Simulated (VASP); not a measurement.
# BN (F-43m) in VASP: G0W0 quasiparticle levels with PBE

Aim: the G0W0 quasiparticle levels of BN with PBE.

Everything below comes from runs of VASP 6.6.1. Logs are shortened: lines on timing, memory, paths and dates and some standing lists are left out, and cuts for length are marked.

### Step 1. The cell of the first run

Symmetry: F-43m, No. 216, cubic system. Conventional cell: a = 3.610 Å, b = 3.610 Å, c = 3.610 Å, α = 90.00°, β = 90.00°, γ = 90.00°. Within 2.1 Å of B (site symmetry -43m) lie 4 N at 1.56 Å. Within 2.1 Å of N (site symmetry -43m) lie 4 B at 1.56 Å.

### Step 2. G0W0 quasiparticle levels, PBE

File POSCAR:

```
BN
1.0
    0.0000000000      1.8048245542      1.8048245542
    1.8048245542      0.0000000000      1.8048245542
    1.8048245542      1.8048245542      0.0000000000
B N
1 1
Direct
    0.0000000000      0.0000000000      0.0000000000
    0.2500000000      0.2500000000      0.2500000000
```

File INCAR.step1:

```
ALGO     = Normal         # electronic algorithm
EDIFF    = 1E-8           # SCF threshold, eV
ENCUT    = 500            # plane-wave cutoff, eV
GGA      = PE             # functional
ISMEAR   = 0              # smearing method
LASPH    = True           # aspherical terms in the spheres
LCHARG   = False          # write CHGCAR
LREAL    = False          # projectors in reciprocal space
LWAVE    = True           # write WAVECAR
NELM     = 100            # most SCF steps
PREC     = Accurate       # precision mode
SIGMA    = 0.01           # smearing width, eV
```

File INCAR.step2:

```
ALGO     = Exact          # electronic algorithm
EDIFF    = 1E-8           # SCF threshold, eV
ENCUT    = 500            # plane-wave cutoff, eV
GGA      = PE             # functional
ISMEAR   = 0              # smearing method
ISTART   = 1            
LASPH    = True           # aspherical terms in the spheres
LCHARG   = False          # write CHGCAR
LOPTICS  = True           # frequency-dependent dielectric function
LREAL    = False          # projectors in reciprocal space
LWAVE    = True           # write WAVECAR
NBANDS   = 34             # bands
NELM     = 1              # most SCF steps
PREC     = Accurate       # precision mode
SIGMA    = 0.01           # smearing width, eV
```

File INCAR.step3:

```
ALGO     = EVGW0          # electronic algorithm
EDIFF    = 1E-8           # SCF threshold, eV
ENCUT    = 500            # plane-wave cutoff, eV
ENCUTGW  = 80.0           # cutoff of the response function
GGA      = PE             # functional
ISMEAR   = 0              # smearing method
ISTART   = 1            
LASPH    = True           # aspherical terms in the spheres
LCHARG   = False          # write CHGCAR
LREAL    = False          # projectors in reciprocal space
LWAVE    = False          # write WAVECAR
NBANDS   = 34             # bands
NBANDSGW = 12           
NELMGW   = 1            
NOMEGA   = 96             # frequency points
OMEGAMAX = 20           
PREC     = Accurate       # precision mode
PRECFOCK = Fast         
SIGMA    = 0.01           # smearing width, eV
```

File KPOINTS:

```
k-points
0
Gamma
  10 10 10
```

Potentials or basis: VASP PAW PBE potentials, release 64 (B_GW, N_GW).

Started as:

```sh
$ cat potpaw_PBE.64/B_GW/POTCAR potpaw_PBE.64/N_GW/POTCAR > POTCAR
$ cp INCAR.step1 INCAR
$ mpirun -np 1 vasp_std > vasp.out
$ cp INCAR.step2 INCAR
$ mpirun -np 1 vasp_std > vasp.out
$ cp INCAR.step3 INCAR
$ mpirun -np 1 vasp_std > vasp.out
```

OUTCAR:

```text
EDIFF = 1E-8
   ENCUT = 500
   ENCUTGW = 80.0
   GGA = PE
   ISMEAR = 0
   ISTART = 1
   LASPH = True
   LREAL = False
   NELMGW = 1
   PREC = Accurate
   PRECFOCK = Fast

 ion  position               nearest neighbor table
   1  0.000  0.000  0.000-   2 1.56   2 1.56   2 1.56   2 1.56
   2  0.250  0.250  0.250-   1 1.56   1 1.56   1 1.56   1 1.56

  LATTYP: Found a face centered cubic cell.
 ALAT       =     3.6096491084

  Lattice vectors:

 A1 = (   0.0000000000,   1.8048245542,   1.8048245542)
 A2 = (   1.8048245542,   0.0000000000,   1.8048245542)
 A3 = (   1.8048245542,   1.8048245542,   0.0000000000)

Analysis of symmetry for initial positions (statically):
=====================================================================
 Subroutine PRICEL returns:
 Original cell was already a primitive cell.

 Routine SETGRP: Setting up the symmetry group for a
 face centered cubic supercell.

 Subroutine GETGRP returns: Found 24 space group operations
 (whereof 24 operations were pure point group operations)
 out of a pool of 48 trial point group operations.

The static configuration has the point symmetry T_d .

Analysis of symmetry for dynamics (positions and initial velocities):
=====================================================================
 Subroutine PRICEL returns:
 Original cell was already a primitive cell.

 Routine SETGRP: Setting up the symmetry group for a
 face centered cubic supercell.

 Subroutine GETGRP returns: Found 24 space group operations
 (whereof 24 operations were pure point group operations)
 out of a pool of 48 trial point group operations.

The dynamic configuration has the point symmetry T_d .

 Subroutine INISYM returns: Found 24 space group operations
 (whereof 24 operations are pure point group operations),
 and found     1 'primitive' translations

----------------------------------------------------------------------------------------

                                     Primitive cell

  volume of cell :      11.7580

  direct lattice vectors                    reciprocal lattice vectors
     0.000000000  1.804824554  1.804824554    -0.277035238  0.277035238  0.277035238
     1.804824554  0.000000000  1.804824554     0.277035238 -0.277035238  0.277035238
     1.804824554  1.804824554  0.000000000     0.277035238  0.277035238 -0.277035238

  length of vectors
     2.552407362  2.552407362  2.552407362     0.479839108  0.479839108  0.479839108

  position of ions in fractional coordinates (direct lattice)
     0.000000000  0.000000000  0.000000000
     0.250000000  0.250000000  0.250000000

  ion indices of the primitive-cell ions
   primitive index   ion index
                 1           1
                 2           2

----------------------------------------------------------------------------------------

 KPOINTS: k-points

Automatic generation of k-mesh.
 Grid dimensions read from file:
 generate k-points for:   10   10   10

 Generating k-lattice:

  Cartesian coordinates                     Fractional coordinates (reciprocal lattice)
    -0.027703524  0.027703524  0.027703524     0.100000000  0.000000000  0.000000000
     0.027703524 -0.027703524  0.027703524     0.000000000  0.100000000  0.000000000
     0.027703524  0.027703524 -0.027703524     0.000000000  0.000000000  0.100000000

  Length of vectors
     0.047983911  0.047983911  0.047983911

  Shift w.r.t. Gamma in fractional coordinates (k-lattice)
     0.000000000  0.000000000  0.000000000

 Subroutine IBZKPT returns following result:
 ===========================================

 Found     47 irreducible k-points:

 Following reciprocal coordinates:
            Coordinates               Weight
  0.000000  0.000000  0.000000      1.000000
  0.100000  0.000000  0.000000      8.000000
  0.200000  0.000000  0.000000      8.000000
  0.300000  0.000000  0.000000      8.000000
  0.400000  0.000000  0.000000      8.000000
  0.500000  0.000000  0.000000      4.000000
[... 16 lines left out ...]
  0.300000  0.300000  0.000000      6.000000
  0.400000  0.300000  0.000000     24.000000
 [... further k-points ...]
   k-points           NKPTS =     47   k-points in BZ     NKDIM =   1000   number of bands    NBANDS=     34
   number of dos      NEDOS =    301   number of ions     NIONS =      2
   total plane-waves  NPLWV =   8000
   dimension x,y,z NGX =    20 NGY =   20 NGZ =   20
   dimension x,y,z NGXF=    40 NGYF=   40 NGZF=   40
   ions per type =               1   1
   NGX,Y,Z   is equivalent  to a cutoff of  13.03, 13.03, 13.03 a.u.
   NGXF,Y,Z  is equivalent  to a cutoff of  26.05, 26.05, 26.05 a.u.
 SYSTEM =  unknown system
   PREC   = accura    normal or accurate (medium, high low for compatibility)
   ISTART =      1    job   : 0-new  1-cont  2-samecut
   ICHARG =      0    charge: 1-file 2-atom 10-const
   ISPIN  =      1    spin polarized calculation?
   LNONCOLLINEAR =      F non collinear calculations
   LSORBIT =      F    spin-orbit coupling
   LASPH  =      T    aspherical Exc in radial PAW
   ENCUT  =  500.0 eV  36.75 Ry    6.06 a.u.   4.65  4.65  4.65*2*pi/ulx,y,z
   NELM   =     60;   NELMIN=  2; NELMDL=  0     # of ELM steps
   EDIFF  = 0.1E-07   stopping-criterion for ELM
   LREAL  =      F    real-space projection
   EDIFFG = 0.1E-06   stopping-criterion for IOM
   NSW    =      0    number of steps for IOM
   IBRION =     -1    ionic relax: 0-MD 1-quasi-New 2-CG
   NFREE  =      0    steps in history (QN), initial steepest desc. (CG)
   ISIF   =      0    stress and relaxation
   ISYM   =      3    0-nonsym 1-usesym 2-fastsym
   POTIM  = 0.5000    time-step for ionic-motion
   TEBEG  =    0.0;   TEEND  =   0.0 temperature during run
   PSTRESS=    0.0 pullay stress
   NELECT =       8.0000    total number of electrons
   NUPDOWN=      -1.0000    fix difference up-down
   EMIN   =  10.00;   EMAX   =-10.00  energy-range for DOS
   EFERMI =   0.00;   METHOD = LEGACY
   ISMEAR =     0;   SIGMA  =   0.01  broadening in eV -4-tet -1-fermi 0-gaus
   EFERMI_NEDOS =   21; number of points for ismear=-14 and -15
   IALGO  =     38    algorithm
   IMIX   =      4    mixing-type and parameters
     AMIX     =   0.40;   BMIX     =  1.00
     AMIX_MAG =   1.60;   BMIX_MAG =  1.00
  volume/ion in A,a.u.               =       5.88        39.67
  Fermi-wavevector in a.u.,A,eV,Ry     =   1.439881  2.720980 28.208365  2.073256
  Thomas-Fermi vector in A             =   2.558687
   LORBIT       =      0    0 simple, 1 ext, 2 COOP (PROOUT), +10 PAW based schemes
   GGA     = PE    functional components
   LHFCALC =     T    Hartree Fock is set to
   PRECFOCK=fast      Normal, Fast or Accurate (Low or Medium for compatibility)
   ENCUT4O =  -1.0   cutoff for four orbital integrals eV
   NKREDX  =     1    reduce k-point grid by
   NKREDY  =     1    reduce k-point grid by
   NKREDZ  =     1    reduce k-point grid by
   AEXX    =    1.0000 exact exchange contribution
   HFSCREEN=    0.0000 screening length (either q_TF or 0.3 A-1)
   HFSCREENC=   0.0000 screening length for correlation (either q_TF or 0.3 A-1)
   ENCUTFOCK=  -1.0 apply spherical cutoff to Coloumb kernel
   IVDW    =     0    specifies the selected vdW correction
   LEPSILON=     F    determine dielectric tensor
   LRPA    =     F    only Hartree local field effects (RPA)
   LRPAFORCE           =     F    calculate RPA forces
   ENCUTGW             =  80.0    cutoff for response function in eV
   ENCUTGWSOFT         =  64.0    soft cutoff for Coulomb kernel in GW response function in eV
   ENCUTLF             =  -1.0    cutoff for local field effects
   NELMGW              =     1    number of iterations in solving QP/BSE equation
   NELMHF              =     1    number of iterations in the inner HF iteration
   NKREDLFX            =     1    NKREDLFY  =   1   NKREDLFZ  =   1
 non-spin polarized calculation
 Gauss-broadening in eV      SIGMA  =   0.01
  energy-cutoff  :      500.00
  volume of cell :       11.76
 maximum number of plane-waves:       311
  NGX = 12; NGY = 12; NGZ = 12
   NGX =  9   NGY =  9   NGZ =  9
 maximum number of plane-waves:        22
 NGX is ok and might be reduce to    10

 QP shifts <psi_nk| G(iteration)W_0 |psi_nk>: iteration 1
 for sc-GW calculations column KS-energies equals QP-energies in previous step
 and V_xc(KS)=  KS-energies - (<T + V_ion + V_H > + <T+V_H+V_ion>^1  + <V_x>^1)

 k-point   1 :       0.0000    0.0000    0.0000
  band No.  KS-energies  QP-energies   sigma(KS)   V_xc(KS)     V^pw_x(r,r')   Z            occupation Imag(sigma)

      1     -12.7681     -14.3859     -17.5898     -15.4976     -26.5182       0.7733       2.0000       1.2869
      2       7.5142       7.1937     -18.6853     -18.2997     -21.8470       0.8310       2.0000       0.0325
      3       7.5142       7.1937     -18.6853     -18.2997     -21.8470       0.8310       2.0000       0.0325
      4       7.5142       7.1937     -18.6853     -18.2997     -21.8470       0.8310       2.0000       0.0325
      5      16.3579      17.9488     -11.9065     -13.8011      -7.0597       0.8397       0.0000      -0.0413
      6      16.3579      17.9488     -11.9065     -13.8011      -7.0597       0.8397       0.0000      -0.0413
      7      16.3579      17.9488     -11.9065     -13.8011      -7.0597       0.8397       0.0000      -0.0413
      8      17.9343      19.2847     -13.8081     -15.4450      -8.4176       0.8250       0.0000      -0.0506
      9      32.3453      33.0110     -10.6194     -11.4582      -3.3151       0.7937       0.0000      -0.4441
     10      35.3490      36.8046     -11.5982     -13.3427      -5.4714       0.8344       0.0000      -0.4725
     11      35.3490      36.8046     -11.5982     -13.3427      -5.4714       0.8344       0.0000      -0.4725
     12      35.9532      36.8147     -10.0942     -11.1081      -3.0560       0.8497       0.0000      -0.9614

 k-point   2 :       0.1000    0.0000    0.0000
  band No.  KS-energies  QP-energies   sigma(KS)   V_xc(KS)     V^pw_x(r,r')   Z            occupation Imag(sigma)
[... 353 lines left out ...]
      1      -8.9799     -10.2872     -18.1233     -16.3839     -26.2960       0.7516       2.0000       0.7076
      2       0.7169      -0.4296     -17.7516     -16.3084     -22.4772       0.7944       2.0000       0.0667
      3       2.9810       2.0938     -17.3863     -16.2947     -21.3017       0.8127       2.0000       0.0462
      4       3.4208       2.6024     -17.5508     -16.5467     -21.4036       0.8151       2.0000       0.0439
      5      13.6294      14.6555     -11.8106     -13.0198      -7.3153       0.8485       0.0000      -0.0374
      6      18.1822      19.3911     -11.7002     -13.1365      -6.6930       0.8417       0.0000      -0.0443
      7      23.0587      25.1268     -13.2007     -15.7997      -6.9223       0.7958       0.0000      -0.0866
      8      23.1536      25.2785     -13.1072     -15.7804      -6.7969       0.7949       0.0000      -0.0874
      9      27.3022      29.1230     -13.3588     -15.6814      -6.5941       0.7839       0.0000      -0.1836
     10      34.7014      36.2010     -11.4940     -13.3823      -3.6684       0.7942       0.0000      -0.7439
     11      39.3918      40.7876     -11.3856     -13.0756      -4.3006       0.8259       0.0000      -0.9451
     12      42.0842      43.2239     -10.4582     -11.8301      -2.9936       0.8308       0.0000      -1.1344

 [... further k-points ...]
```

Run time: 9.7 min. Hardware: 1 thread of Intel Xeon Platinum 8259CL at 2.50GHz (Skylake/Cascade Lake), shared host; peak memory 0.64 GiB.

Results:

| Property | Result |
| --- | --- |
| Quasiparticle gap | 5.61 eV |
| Least direct quasiparticle gap | 10.76 eV |
| Band gap of the starting levels on the mesh | 4.47 eV |
| Least direct gap of the starting levels on the mesh | 8.84 eV |

Caveat: bands, screening cutoff and mesh are small and nothing is extrapolated, so the quasiparticle values aren't converged.
